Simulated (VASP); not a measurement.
# KSb2O5 (P6/mmm) in VASP: a series of runs

KSb2O5 is run at these levels: PBE; tasks: single point, relaxation of cell and atoms.

Program: VASP 6.6.1. These are calculated values, not measurements. Logs are shortened: lines on timing, memory, paths and dates and some standing lists are left out, and cuts for length are marked.

## Step 1: The cell of the first run

The structure is hexagonal, space group P6/mmm (No. 191). Conventional cell: a = 6.728 Å, b = 6.728 Å, c = 3.887 Å, α = 90.00°, β = 90.00°, γ = 120.00°. Within 5.1 Å of K (site symmetry 6/mmm) lie 18 O at 3.88 to 3.89 Å and 2 K at 3.89 Å and 12 Sb at 4.34 Å. Sb (site symmetry -6m2) has 5 O at 1.94 Å within 2.6 Å. O (site symmetry -6m2) has 2 Sb at 1.94 Å within 2.6 Å. O (site symmetry mmm) has 2 Sb at 1.94 Å within 2.6 Å.

The cell was built from a structure type or drawn by symmetry, and may not be a known phase.

## Step 2: Single point, PBE

File INCAR:

```
  PREC = Accurate
  ENCUT = 520
  EDIFF = 1E-7
  ISMEAR = 0
  SIGMA = 0.1
  LREAL = F
  LASPH = T
  NELM = 100
  ALGO = Normal
  ISIF = 2
  LWAVE = F
  LCHARG = F
  GGA = PE
  NBANDS = 34
```

File KPOINTS:

```
Automatic mesh
0
Gamma
  3 3 4
```

File POSCAR:

```
KSb2O5
1.0
    6.7276748900      0.0000000000      0.0000000000
   -3.3638374400      5.8263373600      0.0000000000
    0.0000000000      0.0000000000      3.8874039500
K Sb O
1 2 5
Direct
    0.0000000000      0.0000000000      0.0000000000
    0.3333333300      0.6666666700      0.5000000000
    0.6666666700      0.3333333300      0.5000000000
    0.3333333300      0.6666666700      0.0000000000
    0.0000000000      0.5000000000      0.5000000000
    0.5000000000      0.5000000000      0.5000000000
    0.5000000000      0.0000000000      0.5000000000
    0.6666666700      0.3333333300      0.0000000000
```

Potentials or basis: VASP PAW PBE potentials, release 64 (K_sv, Sb, O).

Started as:

```console
> cat potpaw_PBE.64/K_sv/POTCAR potpaw_PBE.64/Sb/POTCAR potpaw_PBE.64/O/POTCAR > POTCAR
> mpirun -np 1 vasp_std > vasp.out
```

OUTCAR:

```text
PREC = Accurate
   ENCUT = 520
   EDIFF = 1E-7
   ISMEAR = 0
   LREAL = F
   LASPH = T
   NELM = 100
   ISIF = 2
   GGA = PE

 ion  position               nearest neighbor table
   1  0.000  0.000  0.000-
   2  0.333  0.667  0.500-   7 1.94   5 1.94   6 1.94   4 1.94   4 1.94
   3  0.667  0.333  0.500-   7 1.94   5 1.94   6 1.94   8 1.94   8 1.94
   4  0.333  0.667  0.000-   2 1.94   2 1.94
   5  0.000  0.500  0.500-   2 1.94   3 1.94
   6  0.500  0.500  0.500-   2 1.94   3 1.94
   7  0.500  0.000  0.500-   2 1.94   3 1.94
   8  0.667  0.333  0.000-   3 1.94   3 1.94

  LATTYP: Found a hexagonal cell.
 ALAT       =     6.7276748900
 C/A-ratio  =     0.5778228011

  Lattice vectors:

 A1 = (   6.7276748900,   0.0000000000,   0.0000000000)
 A2 = (  -3.3638374400,   5.8263373600,   0.0000000000)
 A3 = (   0.0000000000,   0.0000000000,   3.8874039500)

Analysis of symmetry for initial positions (statically):
=====================================================================
 Subroutine PRICEL returns:
 Original cell was already a primitive cell.

 Routine SETGRP: Setting up the symmetry group for a
 hexagonal supercell.

 Subroutine GETGRP returns: Found 24 space group operations
 (whereof 24 operations were pure point group operations)
 out of a pool of 24 trial point group operations.

The static configuration has the point symmetry D_6h.

Analysis of symmetry for dynamics (positions and initial velocities):
=====================================================================
 Subroutine PRICEL returns:
 Original cell was already a primitive cell.

 Routine SETGRP: Setting up the symmetry group for a
 hexagonal supercell.

 Subroutine GETGRP returns: Found 24 space group operations
 (whereof 24 operations were pure point group operations)
 out of a pool of 24 trial point group operations.

The dynamic configuration has the point symmetry D_6h.

 Subroutine INISYM returns: Found 24 space group operations
 (whereof 24 operations are pure point group operations),
 and found     1 'primitive' translations

----------------------------------------------------------------------------------------

                                     Primitive cell

  volume of cell :     152.3773

  direct lattice vectors                    reciprocal lattice vectors
     6.727674890  0.000000000  0.000000000     0.148639763  0.085817207  0.000000000
    -3.363837440  5.826337360  0.000000000     0.000000000  0.171634414  0.000000000
     0.000000000  0.000000000  3.887403950     0.000000000  0.000000000  0.257241082

  length of vectors
     6.727674890  6.727674885  3.887403950     0.171634414  0.171634414  0.257241082

  position of ions in fractional coordinates (direct lattice)
     0.000000000  0.000000000  0.000000000
     0.333333330  0.666666670  0.500000000
     0.666666670  0.333333330  0.500000000
     0.333333330  0.666666670  0.000000000
     1.000000000  0.500000000  0.500000000
     0.500000000  0.500000000  0.500000000
     0.500000000  0.000000000  0.500000000
     0.666666670  0.333333330  0.000000000

  ion indices of the primitive-cell ions
   primitive index   ion index
                 1           1
                 2           2
                 3           3
                 4           4
                 5           5
                 6           6
                 7           7
                 8           8

----------------------------------------------------------------------------------------

 KPOINTS: Automatic mesh

Automatic generation of k-mesh.
 Grid dimensions read from file:
 generate k-points for:    3    3    4

 Generating k-lattice:

  Cartesian coordinates                     Fractional coordinates (reciprocal lattice)
     0.049546588  0.028605736  0.000000000     0.333333333 -0.000000000  0.000000000
     0.000000000  0.057211471  0.000000000     0.000000000  0.333333333  0.000000000
     0.000000000  0.000000000  0.064310271     0.000000000  0.000000000  0.250000000

  Length of vectors
     0.057211471  0.057211471  0.064310271

  Shift w.r.t. Gamma in fractional coordinates (k-lattice)
     0.000000000  0.000000000  0.000000000

 Subroutine IBZKPT returns following result:
 ===========================================

 Found      9 irreducible k-points:

 Following reciprocal coordinates:
            Coordinates               Weight
  0.000000  0.000000  0.000000      1.000000
  0.333333  0.000000  0.000000      6.000000
  0.333333  0.333333  0.000000      2.000000
  0.000000  0.000000  0.250000      2.000000
  0.333333  0.000000  0.250000     12.000000
  0.333333  0.333333  0.250000      4.000000
  0.000000  0.000000  0.500000      1.000000
  0.333333  0.000000  0.500000      6.000000
  0.333333  0.333333  0.500000      2.000000
   k-points           NKPTS =      9   k-points in BZ     NKDIM =      9   number of bands    NBANDS=     34
   number of dos      NEDOS =    301   number of ions     NIONS =      8
[... 34 lines left out ...]
   IMIX   =      4    mixing-type and parameters
     AMIX     =   0.40;   BMIX     =  1.00
     AMIX_MAG =   1.60;   BMIX_MAG =  1.00
  volume/ion in A,a.u.               =      19.05       128.54
  Fermi-wavevector in a.u.,A,eV,Ry     =   1.121588  2.119494 17.115586  1.257960
  Thomas-Fermi vector in A             =   2.258243
   LORBIT       =      0    0 simple, 1 ext, 2 COOP (PROOUT), +10 PAW based schemes
   GGA     = PE    functional components
   LHFCALC =     F    Hartree Fock is set to
   AEXX    =    0.0000 exact exchange contribution
   IVDW    =     0    specifies the selected vdW correction
   LEPSILON=     F    determine dielectric tensor
   LRPA    =     F    only Hartree local field effects (RPA)
 non-spin polarized calculation
 Gauss-broadening in eV      SIGMA  =   0.10
  energy-cutoff  :      520.00
  volume of cell :      152.38
 maximum number of plane-waves:      4131
 NGX is ok and might be reduce to    50
   NGX = 25   NGY = 25   NGZ = 15

 number of electron      49.0000015 magnetization

 Free energy of the ion-electron system (eV)
  ---------------------------------------------------
  ext. energy  EPLUGINS =         0.00000000
  ---------------------------------------------------
  free energy    TOTEN  =       -42.97799558 eV

  energy without entropy =      -42.96223620  energy(sigma->0) =      -42.97011589

 E-fermi :   3.8577     XC(G=0):  -8.4005

 val. band max:        3.8111234893   @ k =   0.3333   0.0000   0.2500
 cond. band min:       4.0099944277   @ k =   0.3333   0.3333   0.0000
 fundamental gap:      0.1988709385
 Fermi energy:         3.8576655826

 k-point     1 :       0.0000    0.0000    0.0000
  band No.  band energies     occupation
      1     -28.7188      2.00000
      2     -17.0545      2.00000
      3     -15.3823      2.00000
      4     -15.3823      2.00000
      5     -15.2678      2.00000
      6     -13.8430      2.00000
[... 26 lines left out ...]
     33       9.7765      0.00000
     34       9.7784      0.00000

 k-point     2 :       0.3333    0.0000    0.0000
  band No.  band energies     occupation
      1     -28.7188      2.00000
      2     -16.8626      2.00000
      3     -16.1193      2.00000
      4     -15.3844      2.00000
      5     -14.5800      2.00000
      6     -13.9796      2.00000
[... 26 lines left out ...]
     33       9.5667      0.00000
     34       9.8032      0.00000

 k-point     3 :       0.3333    0.3333    0.0000
  band No.  band energies     occupation
      1     -28.7187      2.00000
      2     -16.5497      2.00000
      3     -16.5497      2.00000
      4     -15.3857      2.00000
      5     -14.2196      2.00000
      6     -14.2196      2.00000
[... 26 lines left out ...]
     33       9.8011      0.00000
     34       9.8801      0.00000
[... 149 lines left out ...]
 k-point     8 :       0.3333    0.0000    0.5000
  band No.  band energies     occupation
      1     -28.7041      2.00000
      2     -16.1712      2.00000
      3     -15.6044      2.00000
      4     -15.3465      2.00000
      5     -15.0288      2.00000
      6     -14.9888      2.00000
[... 26 lines left out ...]
     33       9.2234      0.00000
     34       9.3595      0.00000

 k-point     9 :       0.3333    0.3333    0.5000
  band No.  band energies     occupation
      1     -28.7041      2.00000
      2     -15.9074      2.00000
      3     -15.9074      2.00000
      4     -15.3486      2.00000
      5     -15.0090      2.00000
      6     -15.0090      2.00000
[... 26 lines left out ...]
     33       9.2436      0.00000
     34       9.6800      0.00000

------------------------ aborting loop because EDIFF is reached ----------------------------------------

  FORCE on cell =-STRESS in cart. coord.  units (eV):
  Direction    XX          YY          ZZ          XY          YZ          ZX
  --------------------------------------------------------------------------------------
  -------------------------------------------------------------------------------------
  Total        4.9519086      4.9519086     10.5664309      0.0000000      0.0000000      0.0000000
  in kB       52.0670424     52.0670423    111.1011625      0.0000000      0.0000000      0.0000000
  external PRESSURE =      71.7450824 kB  Pullay stress =       0.0000000 kB

 VOLUME and BASIS-vectors are now :
 -----------------------------------------------------------------------------
  energy-cutoff  :      520.00
  volume of cell :      152.38
      direct lattice vectors                 reciprocal lattice vectors
     6.727674890  0.000000000  0.000000000     0.148639763  0.085817207  0.000000000
    -3.363837440  5.826337360  0.000000000     0.000000000  0.171634414  0.000000000
     0.000000000  0.000000000  3.887403950     0.000000000  0.000000000  0.257241082

 POSITION                                       TOTAL-FORCE (eV/Angst)
 -----------------------------------------------------------------------------------
      0.00000      0.00000      0.00000         0.000000      0.000000     -0.000000
     -0.00000      3.88422      1.94370        -0.000000      0.000000     -0.000000
      3.36384      1.94211      1.94370         0.000000     -0.000000     -0.000000
     -0.00000      3.88422      0.00000        -0.000000      0.000000     -0.000000
     -1.68192      2.91317      1.94370         0.000000      0.000000     -0.000000
      1.68192      2.91317      1.94370         0.000000      0.000000     -0.000000
      3.36384      0.00000      1.94370         0.000000      0.000000     -0.000000
      3.36384      1.94211      0.00000         0.000000     -0.000000      0.000000
 -----------------------------------------------------------------------------------
    total drift:                               -0.000000      0.000000      0.000000

  FREE ENERGIE OF THE ION-ELECTRON SYSTEM (eV)
  ---------------------------------------------------
  free  energy   TOTEN  =       -42.9779955794 eV

  energy  without entropy=      -42.9622362039  energy(sigma->0) =      -42.97011589
```

It took 40 s on 1 thread of AMD EPYC 9R45 (Zen 5), shared host; peak memory 0.24 GiB.

What came out:

```yaml
Free_energy: -42.9780 eV
Pressure: 7.2 GPa
Band_gap_on_the_k_mesh: zero (an odd number of electrons rules out a gap without spin polarisation)
```

Levels at points of the mesh, in eV from the Fermi level:
| k point | band 20 | band 21 | band 22 | band 23 | band 24 | band 25 | band 26 | band 27 | band 28 | band 29 |
| --- | --- | --- | --- | --- | --- | --- | --- | --- | --- | --- |
| (0.00, 0.00, 0.00) | -3.29 | -3.29 | -3.16 | -2.79 | -2.57 | -2.57 | 0.69 | 3.18 | 3.60 | 3.60 |
| (0.00, 0.00, 0.50) | -3.46 | -2.98 | -2.98 | -1.74 | -1.74 | 1.54 | 2.84 | 2.84 | 3.67 | 3.87 |

Caveat: the k points lie up to 0.40 Å⁻¹ apart, too coarse for converged energies and pressures of a metal; spin-orbit coupling is left out, which moves the levels of the heavy elements; an odd number of electrons without spin polarisation forces a metal; a magnetic or distorted state may lie lower.

## Step 3: Single point, PBE

This run uses another cell than the first one, of 20.34 Å³/atom.

File INCAR:

```
SYSTEM = KSb2O5
  PREC = Accurate
  ENCUT = 520
  EDIFF = 1E-6
  ISMEAR = 0
  SIGMA = 0.1
  LREAL = .False.
  LASPH = .True.
  NELM = 100
  ALGO = Normal
  ISIF = 2
  LWAVE = .False.
  LCHARG = .False.
  GGA = PE
  NBANDS = 34
```

File KPOINTS:

```
Automatic mesh
0
Gamma
  3 3 4
  0 0 0
```

File POSCAR:

```
KSb2O5
1.0
    6.8428418259     -0.0000000029      0.0000000000
   -3.4214209104      5.9260748567      0.0000000000
    0.0000000000      0.0000000000      4.0127711619
K Sb O
1 2 5
Direct
    0.0000000000      0.0000000000      0.0000000000
    0.3333333333      0.6666666667      0.5000000000
    0.6666666667      0.3333333333      0.5000000000
    0.3333333333      0.6666666667      0.0000000000
    0.0000000000      0.5000000000      0.5000000000
    0.5000000000      0.5000000000      0.5000000000
    0.5000000000      0.0000000000      0.5000000000
    0.6666666667      0.3333333333      0.0000000000
```

Potentials or basis: VASP PAW PBE potentials, release 64 (K_sv, Sb, O).

Started as:

```console
> cat potpaw_PBE.64/K_sv/POTCAR potpaw_PBE.64/Sb/POTCAR potpaw_PBE.64/O/POTCAR > POTCAR
> mpirun -np 1 vasp_std > vasp.out
```

Wall time 44 s (1 thread of AMD EPYC 9R45 (Zen 5), shared host); peak memory 0.27 GiB.

The run converged. Its results:

| Property | Result |
| --- | --- |
| Free energy | -43.2288 eV |
| Pressure | 0.0 GPa |
| Band gap on the k mesh | zero (an odd number of electrons rules out a gap without spin polarisation) |

Levels at points of the mesh, in eV from the Fermi level:
```
           k point  band 20  band 21  band 22  band 23  band 24  band 25  band 26  band 27  band 28  band 29
(0.00, 0.00, 0.00)    -2.81    -2.67    -2.67    -2.16    -1.82    -1.82     1.24     3.08     3.92     3.92
(0.00, 0.00, 0.50)    -2.91    -2.17    -2.17    -1.12    -1.12     1.58     3.08     3.08     3.88     4.25
```

Caveat: the k points lie up to 0.39 Å⁻¹ apart, too coarse for converged energies and pressures of a metal; spin-orbit coupling is left out, which moves the levels of the heavy elements; an odd number of electrons without spin polarisation forces a metal; a magnetic or distorted state may lie lower.

## Step 4: Relaxation of cell and atoms, PBE

File INCAR:

```
SYSTEM = KSb2O5
  ALGO = Normal
  EDIFF = 1E-6
  EDIFFG = -0.04
  ENCUT = 600
  GGA = PE
  IBRION = 2
  ISIF = 3
  ISMEAR = 0
  LASPH = .TRUE.
  LCHARG = .FALSE.
  LREAL = .FALSE.
  LWAVE = .FALSE.
  NELM = 80
  NSW = 90
  PREC = Accurate
  SIGMA = 0.1
```

File KPOINTS:

```
k-points
0
G
  3 3 4
  0 0 0
```

File POSCAR:

```
KSb2O5
1.0
    6.7276748900      0.0000000000      0.0000000000
   -3.3638374400      5.8263373600      0.0000000000
    0.0000000000      0.0000000000      3.8874039500
K Sb O
1 2 5
Direct
    0.0000000000      0.0000000000      0.0000000000
    0.3333333300      0.6666666700      0.5000000000
    0.6666666700      0.3333333300      0.5000000000
    0.3333333300      0.6666666700      0.0000000000
    0.0000000000      0.5000000000      0.5000000000
    0.5000000000      0.5000000000      0.5000000000
    0.5000000000      0.0000000000      0.5000000000
    0.6666666700      0.3333333300      0.0000000000
```

Started as:

```console
> cat potpaw_PBE.64/K_sv/POTCAR potpaw_PBE.64/Sb/POTCAR potpaw_PBE.64/O/POTCAR > POTCAR
> mpirun -np 1 vasp_std > vasp.out
```

Run time: 2.1 min. Hardware: 1 thread of AMD EPYC 9R45 (Zen 5), shared host; peak memory 0.3 GiB.

Results (log left out):

| Quantity | Value |
| --- | --- |
| Free energy | -43.2284 eV |
| Relaxed volume | 20.32 Å³/atom |
| Relaxed cell | a = 6.843 Å, b = 6.843 Å, c = 4.009 Å, α = 90.00°, β = 90.00°, γ = 120.00° |
| Space group after relaxing (to 0.1 Å) | P6/mmm (No. 191) |
| Energy gained by relaxing | 29.6 meV/atom |
| Ionic steps | 5 |
| Pressure after relaxing | 0.0 GPa |
| Band gap on the k mesh | zero (an odd number of electrons rules out a gap without spin polarisation) |

Stress tensor (GPa, compression positive):
```
-0.04  0.00  0.00
 0.00 -0.04  0.00
 0.00  0.00  0.17
```

The path:
```
step  energy change (eV)  largest force (eV/Å)  pressure (GPa)  volume (Å³)
   1              0.0000                0.0000            7.06       152.38
   2             -0.0796                0.0000           -4.35       171.58
   3             -0.2364                0.0000            0.07       162.41
   4             -0.2364                0.0000            0.19       162.21
   5             -0.2370                0.0000            0.03       162.56
```

Final structure:
```cif
data_structure
_symmetry_space_group_name_H-M 'P 1'
_symmetry_Int_Tables_number 1
_cell_length_a 6.8427
_cell_length_b 6.8427
_cell_length_c 4.0089
_cell_angle_alpha 90.000
_cell_angle_beta 90.000
_cell_angle_gamma 120.000
_cell_volume 162.56
loop_
_atom_site_label
_atom_site_type_symbol
_atom_site_fract_x
_atom_site_fract_y
_atom_site_fract_z
_atom_site_occupancy
K1 K 0.00000 0.00000 0.00000 1
Sb1 Sb 0.33333 0.66667 0.50000 1
Sb2 Sb 0.66667 0.33333 0.50000 1
O1 O 0.33333 0.66667 0.00000 1
O2 O 0.00000 0.50000 0.50000 1
O3 O 0.50000 0.50000 0.50000 1
O4 O 0.50000 0.00000 0.50000 1
O5 O 0.66667 0.33333 0.00000 1
```

Levels at points of the mesh, in eV from the Fermi level:
```
           k point  band 20  band 21  band 22  band 23  band 24  band 25  band 26  band 27  band 28  band 29
(0.00, 0.00, 0.00)    -2.83    -2.68    -2.68    -2.17    -1.83    -1.83     1.23     3.08     3.91     3.91
(0.00, 0.00, 0.50)    -2.92    -2.19    -2.19    -1.13    -1.13     1.58     3.08     3.08     3.88     4.25
```

Caveat: the k points lie up to 0.39 Å⁻¹ apart in the final cell, too coarse for converged energies and pressures of a metal; spin-orbit coupling is left out, which moves the levels of the heavy elements; an odd number of electrons without spin polarisation forces a metal; a magnetic or distorted state may lie lower.

## Step 5: Overview

| task | cell | cutoff (eV) | gap on the mesh (eV) | pressure (GPa) |
| --- | --- | --- | --- | --- |
| single point | a = 6.728, b = 6.728, c = 3.887 Å, angles 90.0, 90.0, 120.0°, 8 atoms | 520 | none | 7.2 |
| single point | a = 6.843, b = 6.843, c = 4.013 Å, angles 90.0, 90.0, 120.0°, 8 atoms | 520 | none | 0.0 |
| relaxation of cell and atoms | relaxed from a = 6.728, b = 6.728, c = 3.887 Å, angles 90.0, 90.0, 120.0°, 8 atoms | 600 | none | 0.0 |

Alike in all rows: level PBE; potentials or basis VASP PAW PBE potentials, release 64 (K_sv, Sb, O); no spin polarisation; k mesh 3 × 3 × 4; smearing gaussian 0.1 eV.

Caveats: all runs use coarse meshes; spin-orbit coupling is left out, which moves the levels of the heavy elements; an odd number of electrons without spin polarisation forces a metal; a magnetic or distorted state may lie lower.

Total energies depend on the potentials used, so only differences within one code and one set of settings carry meaning.
